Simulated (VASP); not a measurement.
**ZrB2: single point with PBEsol**

Crystal: ZrB2.

```
Zr B
1.0
     3.10859    0.00000    0.00000
    -1.55429    2.69212    0.00000
     0.00000    0.00000    3.90097
Zr B
1 2
Direct
  0.00000 0.00000 0.00000
  0.33333 0.66667 0.50000
  0.66667 0.33333 0.50000
```

```json
{
  "Program": "VASP 6.6.1",
  "Task": "single point",
  "Functional": "PBEsol",
  "Potentials or basis": "VASP PAW PBE potentials, release 64 (Zr_sv, B)",
  "Cutoff": "520 eV",
  "k mesh": "18 × 18 × 12",
  "Occupations": "gaussian, width 0.15 eV",
  "Spin": "no spin polarisation",
  "Dipole correction": "no",
  "Further INCAR settings": "ALGO = Normal; EDIFF = 1e-06; NBANDS = 16"
}
```

| Property | Result |
| --- | --- |
| Pressure | -13.0 GPa |
| Band gap on the k mesh | zero (bands 9 and 10 overlap by 0.91 eV) |

Stress tensor (GPa, compression positive):
```
 -1.67   0.00   0.00
  0.00  -1.67   0.00
  0.00   0.00 -35.81
```

Levels at points of the mesh, in eV from the Fermi level:
```
           k point  band 5  band 6  band 7  band 8  band 9  band 10  band 11  band 12  band 13  band 14
(0.00, 0.00, 0.00)  -12.37   -3.03   -2.78   -1.56   -1.56     3.22     3.22     3.44     3.44     6.01
(0.50, 0.00, 0.00)   -8.40   -8.17   -4.08   -2.53   -2.43     2.06     2.25     4.63     5.42     5.87
(0.00, 0.00, 0.50)  -10.91   -6.76   -0.22   -0.22    0.14     0.86     0.86     1.51     1.51     6.28
(0.50, 0.00, 0.50)   -9.29   -6.98   -3.77   -3.66   -1.79     2.37     4.33     4.63     5.48     5.56
```

It took 2.7 min on 1 thread of AMD EPYC 7R43 64-Core Processor (Zen 3), on a shared host, peak memory 0.22 GiB.

Caveat: the stress differs along the axes, from -36 to -2 GPa; the PAW data sets were made with another functional, which shifts forces and pressure a little.
